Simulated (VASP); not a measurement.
# WS2 (Tungstenite) (P6_3/mmc) in VASP: a series of runs

The runs below take WS2 (Tungstenite) through single point, with PBE, PBE+D3(BJ), RPBE+D3(BJ).

Program: VASP 6.6.1. These are calculated values, not measurements. Logs are shortened: lines on timing, memory, paths and dates and some standing lists are left out, and cuts for length are marked.

## (1) The cell of the first run

It takes space group P6_3/mmc (No. 194, hexagonal). The conventional cell has a = 3.137 Å, b = 3.137 Å, c = 12.331 Å, α = 90.00°, β = 90.00°, γ = 120.00°. Within 3.1 Å of W (site symmetry -6m2) lie 6 S at 2.38 Å. Within 3.1 Å of S (site symmetry 3m) lie 3 W at 2.38 Å and 1 S at 3.08 Å.

## (2) Single point, PBE

INCAR reads:

```
  PREC = Accurate
  ENCUT = 520
  EDIFF = 1E-7
  ISMEAR = -1
  SIGMA = 0.05
  LREAL = F
  LASPH = T
  NELM = 100
  ALGO = Normal
  ISIF = 2
  LWAVE = F
  LCHARG = F
  GGA = PE
  NBANDS = 35
```

KPOINTS reads:

```
Automatic mesh
0
Gamma
  10 10 3
```

POSCAR reads:

```
WS2
1.0
    3.1370217585      0.0000000000      0.0000000000
   -1.5685108793      2.7167405351      0.0000000000
    0.0000000000      0.0000000000     12.3310603717
W S
2 4
Direct
    0.6666666667      0.3333333333      0.7500000000
    0.3333333333      0.6666666667      0.2500000000
    0.6666666667      0.3333333333      0.3750000000
    0.3333333333      0.6666666667      0.8750000000
    0.6666666667      0.3333333333      0.1250000000
    0.3333333333      0.6666666667      0.6250000000
```

Potentials or basis: VASP PAW PBE potentials, release 64 (W_sv, S).

On the command line:

```
$ cat potpaw_PBE.64/W_sv/POTCAR potpaw_PBE.64/S/POTCAR > POTCAR
$ mpirun -np 1 vasp_std > vasp.out
```

OUTCAR:

```text
PREC = Accurate
   ENCUT = 520
   EDIFF = 1E-7
   ISMEAR = -1
   LREAL = F
   LASPH = T
   NELM = 100
   ISIF = 2
   GGA = PE

 ion  position               nearest neighbor table
   1  0.667  0.333  0.750-   4 2.38   6 2.38   4 2.38   6 2.38   4 2.38   6 2.38
   2  0.333  0.667  0.250-   3 2.38   5 2.38   3 2.38   5 2.38   3 2.38   5 2.38
   3  0.667  0.333  0.375-   2 2.38   2 2.38   2 2.38
   4  0.333  0.667  0.875-   1 2.38   1 2.38   1 2.38
   5  0.667  0.333  0.125-   2 2.38   2 2.38   2 2.38
   6  0.333  0.667  0.625-   1 2.38   1 2.38   1 2.38

  LATTYP: Found a hexagonal cell.
 ALAT       =     3.1370217585
 C/A-ratio  =     3.9308176101

  Lattice vectors:

 A1 = (   3.1370217585,   0.0000000000,   0.0000000000)
 A2 = (  -1.5685108793,   2.7167405351,   0.0000000000)
 A3 = (   0.0000000000,   0.0000000000,  12.3310603717)

Analysis of symmetry for initial positions (statically):
=====================================================================
 Subroutine PRICEL returns:
 Original cell was already a primitive cell.

 Routine SETGRP: Setting up the symmetry group for a
 hexagonal supercell.

 Subroutine GETGRP returns: Found 24 space group operations
 (whereof 12 operations were pure point group operations)
 out of a pool of 24 trial point group operations.

The static configuration has the point symmetry D_3d.
 The point group associated with its full space group is D_6h.

Analysis of symmetry for dynamics (positions and initial velocities):
=====================================================================
 Subroutine PRICEL returns:
 Original cell was already a primitive cell.

 Routine SETGRP: Setting up the symmetry group for a
 hexagonal supercell.

 Subroutine GETGRP returns: Found 24 space group operations
 (whereof 12 operations were pure point group operations)
 out of a pool of 24 trial point group operations.

The dynamic configuration has the point symmetry D_3d.
 The point group associated with its full space group is D_6h.

 Subroutine INISYM returns: Found 24 space group operations
 (whereof 12 operations are pure point group operations),
 and found     1 'primitive' translations

----------------------------------------------------------------------------------------

                                     Primitive cell

  volume of cell :     105.0911

[... 92 lines left out ...]
   LSORBIT =      F    spin-orbit coupling
   LASPH  =      T    aspherical Exc in radial PAW
   ENCUT  =  520.0 eV  38.22 Ry    6.18 a.u.   5.83  5.83 22.93*2*pi/ulx,y,z
   NELM   =    100;   NELMIN=  2; NELMDL= -5     # of ELM steps
   EDIFF  = 0.1E-06   stopping-criterion for ELM
   LREAL  =      F    real-space projection
   EDIFFG = 0.1E-05   stopping-criterion for IOM
   NSW    =      0    number of steps for IOM
   IBRION =     -1    ionic relax: 0-MD 1-quasi-New 2-CG
   NFREE  =      0    steps in history (QN), initial steepest desc. (CG)
   ISIF   =      2    stress and relaxation
   ISYM   =      2    0-nonsym 1-usesym 2-fastsym
   POTIM  = 0.5000    time-step for ionic-motion
   TEBEG  =    0.0;   TEEND  =   0.0 temperature during run
   PSTRESS=    0.0 pullay stress
   NELECT =      52.0000    total number of electrons
   NUPDOWN=      -1.0000    fix difference up-down
   EMIN   =  10.00;   EMAX   =-10.00  energy-range for DOS
   EFERMI =   0.00;   METHOD = LEGACY
   ISMEAR =    -1;   SIGMA  =   0.05  broadening in eV -4-tet -1-fermi 0-gaus
   EFERMI_NEDOS =   21; number of points for ismear=-14 and -15
   IALGO  =     38    algorithm
   IMIX   =      4    mixing-type and parameters
     AMIX     =   0.40;   BMIX     =  1.00
     AMIX_MAG =   1.60;   BMIX_MAG =  1.00
  volume/ion in A,a.u.               =      17.52       118.20
  Fermi-wavevector in a.u.,A,eV,Ry     =   1.294853  2.446918 22.812142  1.676645
  Thomas-Fermi vector in A             =   2.426410
   LORBIT       =      0    0 simple, 1 ext, 2 COOP (PROOUT), +10 PAW based schemes
   GGA     = PE    functional components
   LHFCALC =     F    Hartree Fock is set to
   AEXX    =    0.0000 exact exchange contribution
   IVDW    =     0    specifies the selected vdW correction
   LEPSILON=     F    determine dielectric tensor
   LRPA    =     F    only Hartree local field effects (RPA)
 non-spin polarized calculation
  energy-cutoff  :      520.00
  volume of cell :      105.09
 maximum number of plane-waves:      2858
 NGX is ok and might be reduce to    24
   NGX = 11   NGY = 11   NGZ = 45

 number of electron      51.9999993 magnetization

 Free energy of the ion-electron system (eV)
  ---------------------------------------------------
  ext. energy  EPLUGINS =         0.00000000
  ---------------------------------------------------
  free energy    TOTEN  =       -47.12206352 eV

  energy without entropy =      -47.12206304  energy(sigma->0) =      -47.12206328

 E-fermi :   8.1630     XC(G=0): -10.9755

 val. band max:        7.6694835449   @ k =   0.0000   0.0000   0.0000
 cond. band min:       8.7659413098   @ k =   0.2000   0.2000   0.0000
 fundamental gap:      1.0964577650
 Fermi energy:         8.1629710959

 k-point     1 :       0.0000    0.0000    0.0000
  band No.  band energies     occupation
      1     -66.9357      2.00000
      2     -66.9357      2.00000
      3     -31.2265      2.00000
      4     -31.2265      2.00000
      5     -31.0372      2.00000
      6     -31.0372      2.00000
[... 901 lines left out ...]
     34      11.8361      0.00000
     35      12.7053      0.00000

 [... further k-points ...]
[... 5 lines left out ...]
  --------------------------------------------------------------------------------------
  -------------------------------------------------------------------------------------
  Total        5.6930140      5.6930140      7.3556401     -0.0000000      0.0000000      0.0000000
  in kB       86.7934027     86.7934027    112.1411327     -0.0000000      0.0000000      0.0000000
  external PRESSURE =      95.2426460 kB  Pullay stress =       0.0000000 kB

 VOLUME and BASIS-vectors are now :
 -----------------------------------------------------------------------------
  energy-cutoff  :      520.00
  volume of cell :      105.09
      direct lattice vectors                 reciprocal lattice vectors
     3.137021758  0.000000000  0.000000000     0.318773690  0.184044075  0.000000000
    -1.568510879  2.716740535  0.000000000     0.000000000  0.368088151  0.000000000
     0.000000000  0.000000000 12.331060372     0.000000000  0.000000000  0.081096027

 POSITION                                       TOTAL-FORCE (eV/Angst)
 -----------------------------------------------------------------------------------
      1.56851      0.90558      9.24830        -0.000000     -0.000000      0.000000
     -0.00000      1.81116      3.08277         0.000000      0.000000      0.000000
      1.56851      0.90558      4.62415         0.000000      0.000000      0.893121
     -0.00000      1.81116     10.78968        -0.000000      0.000000      0.893121
      1.56851      0.90558      1.54138         0.000000      0.000000     -0.893121
     -0.00000      1.81116      7.70691        -0.000000      0.000000     -0.893121
 -----------------------------------------------------------------------------------
    total drift:                               -0.000000      0.000000     -0.000000

  FREE ENERGIE OF THE ION-ELECTRON SYSTEM (eV)
  ---------------------------------------------------
  free  energy   TOTEN  =       -47.1220635218 eV

  energy  without entropy=      -47.1220630407  energy(sigma->0) =      -47.12206328
```

OSZICAR:

```text
N       E                     dE             d eps       ncg     rms          rms(c)
DAV:   1     0.517916949739E+03    0.51792E+03   -0.28510E+04  2136   0.149E+03
DAV:   2    -0.153636022479E+02   -0.53328E+03   -0.51297E+03  2202   0.411E+02
DAV:   3    -0.488540569374E+02   -0.33490E+02   -0.32907E+02  2445   0.977E+01
DAV:   4    -0.496846332537E+02   -0.83058E+00   -0.82737E+00  2354   0.162E+01
DAV:   5    -0.497011222600E+02   -0.16489E-01   -0.16479E-01  2349   0.242E+00    0.409E+01
DAV:   6    -0.474435223177E+02    0.22576E+01   -0.75218E+00  2231   0.186E+01    0.176E+01
DAV:   7    -0.472306330245E+02    0.21289E+00   -0.22385E+00  2155   0.767E+00    0.681E+00
DAV:   8    -0.471232804406E+02    0.10735E+00   -0.35023E-01  2247   0.402E+00    0.219E+00
DAV:   9    -0.471246221641E+02   -0.13417E-02   -0.41399E-02  2381   0.106E+00    0.121E+00
DAV:  10    -0.471225190211E+02    0.21031E-02   -0.25141E-02  2359   0.990E-01    0.363E-01
DAV:  11    -0.471220383330E+02    0.48069E-03   -0.42437E-03  2140   0.384E-01    0.157E-01
DAV:  12    -0.471220370873E+02    0.12457E-05   -0.16871E-04  2213   0.718E-02    0.728E-02
DAV:  13    -0.471220607534E+02   -0.23666E-04   -0.28401E-05  2172   0.299E-02    0.575E-02
DAV:  14    -0.471220642393E+02   -0.34859E-05   -0.23460E-05  2269   0.282E-02    0.393E-02
DAV:  15    -0.471220633412E+02    0.89812E-06   -0.36730E-06  2290   0.129E-02    0.209E-02
DAV:  16    -0.471220634339E+02   -0.92696E-07   -0.12278E-06  2109   0.434E-03    0.565E-03
DAV:  17    -0.471220635218E+02   -0.87918E-07   -0.11418E-07  1378   0.160E-03
   1 F= -.47122064E+02 E0= -.47122063E+02  d E =-.481084E-06
```

Wall time 3.2 min (1 thread of AMD EPYC 7R43 (Zen 3), shared host); peak memory 0.22 GiB.

Results:

```
Free energy            : -47.1221 eV
Pressure               : 9.5 GPa
Largest force          : 0.893 eV/Å
Band gap on the k mesh : 1.10 eV, indirect (least direct gap 2.20 eV)
```

Forces in eV/Å, atoms in the order of the input:
```
W    0.000  0.000  0.000
W    0.000  0.000  0.000
S    0.000  0.000  0.893
S    0.000  0.000  0.893
S    0.000  0.000 -0.893
S    0.000  0.000 -0.893
```

Levels at points of the mesh, in eV from the valence-band top:
```csv
k point,band 24,band 25,band 26,band 27,band 28,band 29
"(0.00, 0.00, 0.00)",-1.62,-1.22,0.00,2.31,2.31,2.32
"(0.50, 0.00, 0.00)",-1.90,-1.78,-1.61,2.31,2.35,2.66
```

Caveat: spin-orbit coupling is left out, which moves the levels of the heavy elements; this functional lacks dispersion, which binds the layers, so the pressure and a relaxed spacing across them are unreliable.

## (3) Single point, PBE+D3(BJ)

This run uses another cell than the first one, of 17.88 Å³/atom, 1.021 times its volume.

INCAR reads:

```
  PREC = Accurate
  ENCUT = 520
  EDIFF = 1E-6
  ISMEAR = -1
  SIGMA = 0.05
  LREAL = F
  LASPH = T
  NELM = 60
  ALGO = Normal
  ISIF = 2
  LWAVE = F
  LCHARG = F
  GGA = PE
  IVDW = 12
  NBANDS = 35
```

KPOINTS is that of step 2.

Changes to POSCAR since step 2:

```diff
@@ -2,5 +2,5 @@
 1.0
-    3.1370217585      0.0000000000      0.0000000000
-   -1.5685108793      2.7167405351      0.0000000000
-    0.0000000000      0.0000000000     12.3310603717
+    3.1586570750      0.0000000000      0.0000000000
+   -1.5793285375      2.7354772688      0.0000000000
+    0.0000000000      0.0000000000     12.4161048547
 W S
```

Potentials or basis: VASP PAW PBE potentials, release 64 (W_sv, S).

On the command line:

```
$ cat potpaw_PBE.64/W_sv/POTCAR potpaw_PBE.64/S/POTCAR > POTCAR
$ mpirun -np 1 vasp_std > vasp.out
```

Run time: 3 min. Hardware: 1 thread of AMD EPYC 7R43 (Zen 3), shared host; peak memory 0.23 GiB.

The run converged. Its results:

* Free energy: -49.7660 eV
* Pressure: 1.7 GPa
* Largest force: 0.504 eV/Å
* Band gap on the k mesh: 1.12 eV, indirect (least direct gap 2.14 eV)
* Dispersion energy per atom: -0.423 eV

Forces on the atoms (eV/Å):
```
W    0.000  0.000  0.000
W    0.000  0.000  0.000
S    0.000  0.000  0.504
S    0.000  0.000  0.504
S    0.000  0.000 -0.504
S    0.000  0.000 -0.504
```

Stress tensor (GPa, compression positive):
```
1.03 0.00 0.00
0.00 1.03 0.00
0.00 0.00 3.13
```

Levels at points of the mesh, in eV from the valence-band top:
| k point | band 23 | band 24 | band 25 | band 26 | band 27 | band 28 | band 29 | band 30 |
| --- | --- | --- | --- | --- | --- | --- | --- | --- |
| (0.00, 0.00, 0.00) | -2.31 | -1.59 | -1.15 | 0.00 | 2.28 | 2.28 | 2.29 | 2.29 |
| (0.50, 0.00, 0.00) | -2.04 | -1.87 | -1.72 | -1.55 | 2.26 | 2.30 | 2.62 | 2.86 |

Caveat: spin-orbit coupling is left out, which moves the levels of the heavy elements.

## (4) Single point, RPBE+D3(BJ)

This run uses another cell than the first one, of 17.88 Å³/atom, 1.021 times its volume.

INCAR reads:

```
ALGO = Normal
EDIFF = 1E-6
ENCUT = 520
GGA = RP
ISIF = 2
ISMEAR = -1
IVDW = 12
LASPH = True
LCHARG = False
LREAL = False
LWAVE = False
NBANDS = 35
NELM = 60
PREC = Accurate
SIGMA = 0.05
```

KPOINTS reads:

```
k-points
0
Gamma
  10 10 3
```

POSCAR is that of step 3.

Potentials or basis: VASP PAW PBE potentials, release 64 (W_sv, S).

On the command line:

```
$ cat potpaw_PBE.64/W_sv/POTCAR potpaw_PBE.64/S/POTCAR > POTCAR
$ mpirun -np 1 vasp_std > vasp.out
```

OUTCAR:

```text
EDIFF = 1E-6
   ENCUT = 520
   GGA = RP
   ISIF = 2
   ISMEAR = -1
   IVDW = 12
   LASPH = True
   LREAL = False
   NELM = 60
   PREC = Accurate
 IVDW          = 12

 ion  position               nearest neighbor table
   1  0.667  0.333  0.750-   4 2.39   6 2.39   4 2.39   6 2.39   4 2.39   6 2.39
   2  0.333  0.667  0.250-   3 2.39   5 2.39   3 2.39   5 2.39   3 2.39   5 2.39
   3  0.667  0.333  0.375-   2 2.39   2 2.39   2 2.39
   4  0.333  0.667  0.875-   1 2.39   1 2.39   1 2.39
   5  0.667  0.333  0.125-   2 2.39   2 2.39   2 2.39
   6  0.333  0.667  0.625-   1 2.39   1 2.39   1 2.39

  LATTYP: Found a hexagonal cell.
 ALAT       =     3.1586570750
 C/A-ratio  =     3.9308176101

  Lattice vectors:

 A1 = (   3.1586570750,   0.0000000000,   0.0000000000)
 A2 = (  -1.5793285375,   2.7354772688,   0.0000000000)
 A3 = (   0.0000000000,   0.0000000000,  12.4161048547)

Analysis of symmetry for initial positions (statically):
=====================================================================
 Subroutine PRICEL returns:
 Original cell was already a primitive cell.

 Routine SETGRP: Setting up the symmetry group for a
 hexagonal supercell.

 Subroutine GETGRP returns: Found 24 space group operations
[... 181 lines left out ...]

 k-point     1 :       0.0000    0.0000    0.0000
  band No.  band energies     occupation
      1     -67.1622      2.00000
      2     -67.1622      2.00000
      3     -31.4186      2.00000
      4     -31.4186      2.00000
      5     -31.2543      2.00000
      6     -31.2543      2.00000
[... 901 lines left out ...]
     34      11.6221      0.00000
     35      12.5339      0.00000

 [... further k-points ...]

------------------------ aborting loop because EDIFF is reached ----------------------------------------

 Edisp (eV)  -12.72155

 E8    (eV) :    -8.2635

  FORCE on cell =-STRESS in cart. coord.  units (eV):
  Direction    XX          YY          ZZ          XY          YZ          ZX
  --------------------------------------------------------------------------------------
  -------------------------------------------------------------------------------------
  Total      -9.89582    -9.89582    -3.02082     0.00000     0.00000     0.00000
  in kB    -147.78873  -147.78873   -45.11429     0.00000     0.00000     0.00000
  external pressure =     -113.56 kB  Pullay stress =        0.00 kB

 VOLUME and BASIS-vectors are now :
 -----------------------------------------------------------------------------
  energy-cutoff  :      520.00
  volume of cell :      107.28
      direct lattice vectors                 reciprocal lattice vectors
     3.158657075  0.000000000  0.000000000     0.316590240  0.182783460  0.000000000
    -1.579328537  2.735477269  0.000000000     0.000000000  0.365566920  0.000000000
     0.000000000  0.000000000 12.416104855     0.000000000  0.000000000  0.080540557

 POSITION                                       TOTAL-FORCE (eV/Angst)
 -----------------------------------------------------------------------------------
      1.57933      0.91183      9.31208        -0.000000      0.000000     -0.000000
     -0.00000      1.82365      3.10403         0.000000     -0.000000     -0.000000
      1.57933      0.91183      4.65604        -0.000000      0.000000      0.038222
     -0.00000      1.82365     10.86409         0.000000      0.000000      0.038222
      1.57933      0.91183      1.55201        -0.000000     -0.000000     -0.038222
     -0.00000      1.82365      7.76007         0.000000     -0.000000     -0.038222
 -----------------------------------------------------------------------------------
    total drift:                                0.000000     -0.000000      0.000000

  FREE ENERGIE OF THE ION-ELECTRON SYSTEM (eV)
  ---------------------------------------------------
  free  energy   TOTEN  =       -57.3700949171 eV

  energy  without entropy=      -57.3700946517  energy(sigma->0) =      -57.37009478
```

OSZICAR:

```text
N       E                     dE             d eps       ncg     rms          rms(c)
DAV:   1     0.516333352320E+03    0.51633E+03   -0.28549E+04  2144   0.149E+03
DAV:   2    -0.157297437293E+02   -0.53206E+03   -0.51440E+03  2341   0.408E+02
DAV:   3    -0.464873144069E+02   -0.30758E+02   -0.30285E+02  2426   0.948E+01
DAV:   4    -0.472020822128E+02   -0.71477E+00   -0.71150E+00  2394   0.152E+01
DAV:   5    -0.472179384318E+02   -0.15856E-01   -0.15843E-01  2387   0.235E+00    0.393E+01
DAV:   6    -0.449575400629E+02    0.22604E+01   -0.78759E+00  2232   0.190E+01    0.174E+01
DAV:   7    -0.447546414767E+02    0.20290E+00   -0.23331E+00  2154   0.790E+00    0.686E+00
DAV:   8    -0.446463979427E+02    0.10824E+00   -0.37948E-01  2232   0.422E+00    0.219E+00
DAV:   9    -0.446503593630E+02   -0.39614E-02   -0.43568E-02  2358   0.110E+00    0.124E+00
DAV:  10    -0.446488988962E+02    0.14605E-02   -0.25586E-02  2326   0.100E+00    0.322E-01
DAV:  11    -0.446484163994E+02    0.48250E-03   -0.44676E-03  2135   0.393E-01    0.163E-01
DAV:  12    -0.446484428195E+02   -0.26420E-04   -0.21553E-04  2277   0.782E-02    0.789E-02
DAV:  13    -0.446485288629E+02   -0.86043E-04   -0.90599E-05  2140   0.485E-02    0.643E-02
DAV:  14    -0.446485471624E+02   -0.18300E-04   -0.46773E-05  2207   0.354E-02    0.432E-02
DAV:  15    -0.446485479210E+02   -0.75859E-06   -0.80140E-06  2061   0.174E-02
   1 F= -.57370095E+02 E0= -.57370095E+02  d E =-.265383E-06
```

stdout:

```text
POSCAR found type information on POSCAR W S
 POSCAR found :  2 types and       6 ions
 scaLAPACK will be used
 -----------------------------------------------------------------------------
|                                                                             |
|                                                                             |
|     You enforced a specific xc type in the INCAR file but a different       |
|     I HOPE YOU KNOW WHAT YOU ARE DOING!                                     |
|                                                                             |
 -----------------------------------------------------------------------------

 LDA part: xc-table for (Slater+PW92), standard interpolation
 POSCAR, INCAR and KPOINTS ok, starting setup
 FFT: planning ... GRIDC
 FFT: planning ... GRID_SOFT
 FFT: planning ... GRID
 WAVECAR not read
 entering main loop
```

It took 3.7 min on 1 thread of AMD EPYC 7R43 (Zen 3), shared host; peak memory 0.22 GiB.

Results:

```yaml
Free_energy: -57.3701 eV
Pressure: -11.4 GPa
Largest_force: 0.038 eV/Å
Band_gap_on_the_k_mesh: 1.17 eV, indirect (least direct gap 2.15 eV)
Dispersion_energy_per_atom: -2.120 eV
```

Forces in eV/Å, atoms in the order of the input:
```
W    0.000  0.000  0.000
W    0.000  0.000  0.000
S    0.000  0.000  0.038
S    0.000  0.000  0.038
S    0.000  0.000 -0.038
S    0.000  0.000 -0.038
```

Caveat: the PAW data sets were made with another functional, which shifts forces and pressure a little; spin-orbit coupling is left out, which moves the levels of the heavy elements.

(Continued in part 2 of 2.)
